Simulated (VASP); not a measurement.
Wanted: the native input for a VASP 6.6.1 run.

- Task: relaxation of cell and atoms
- Functional: PBE
- Potentials or basis: VASP PAW PBE potentials, release 64 (Ta_pv, H)
- Cutoff: 600 eV
- k mesh: 6 × 6 × 10
- Occupations: gaussian, width 0.1 eV
- Spin: no spin polarisation
- Dipole correction: no
- Further INCAR settings: ALGO = Normal; EDIFF = 1e-06; IBRION = 2; EDIFFG = -0.01; NSW = 100; ISIF = 3

The structure of Ta4H3 lies in POSCAR:

```
Ta4H3
1.0
    4.8268663480      0.0000000000      0.0000000000
    0.0000000000      4.8268663480      0.0000000000
    0.0000000000      0.0000000000      3.4736564808
Ta H
4 3
Direct
    0.7562472474      0.7562472474      0.2464778730
    0.2437527526      0.2437527526      0.2464778730
    0.7562472474      0.2437527526      0.7535221270
    0.2437527526      0.7562472474      0.7535221270
    0.5000000000      0.0000000000      0.5000000000
    0.0000000000      0.5000000000      0.5000000000
    0.5000000000      0.5000000000      0.0000000000
```

This cell differs from its parent crystal: atoms taken out.

These files were run (other wordings do the same):

INCAR

```
ALGO = Normal
EDIFF = 1E-6
EDIFFG = -0.01
ENCUT = 600
GGA = PE
IBRION = 2
ISIF = 3
ISMEAR = 0
LASPH = T
LCHARG = F
LREAL = F
LWAVE = F
NELM = 60
NSW = 100
PREC = Accurate
SIGMA = 0.1
```

KPOINTS

```
k-points
0
Gamma
  6 6 10
```

Potentials or basis: VASP PAW PBE potentials, release 64 (Ta_pv, H).

Run with:

```bash
$ cat potpaw_PBE.64/Ta_pv/POTCAR potpaw_PBE.64/H/POTCAR > POTCAR
$ mpirun -np 1 vasp_std > vasp.out
```

It gave:

```yaml
Relaxed_volume: 11.53 Å³/atom
Relaxed_cell: a = 4.824 Å, b = 4.824 Å, c = 3.469 Å, α = 90.00°, β = 90.00°, γ = 90.00°
Space_group_after_relaxing_to_0.1_Å: P-42m (No. 111)
Energy_gained_by_relaxing: 0.3 meV/atom
Ionic_steps: 5
Pressure_after_relaxing: 0.0 GPa
Largest_force_after_relaxing: 0.007 eV/Å
Band_gap_on_the_k_mesh: zero (an odd number of electrons rules out a gap without spin polarisation)
```

Caveat: the cell differs from its parent crystal (atoms taken out); spin-orbit coupling is left out, which moves the levels of the heavy elements; an odd number of electrons without spin polarisation forces a metal; a magnetic or distorted state may lie lower.

Wall time 5 min on 1 thread of Intel(R) Xeon(R) Platinum 8259CL CPU @ 2.50GHz (Skylake/Cascade Lake), with other jobs on the host, peak memory 0.3 GiB.
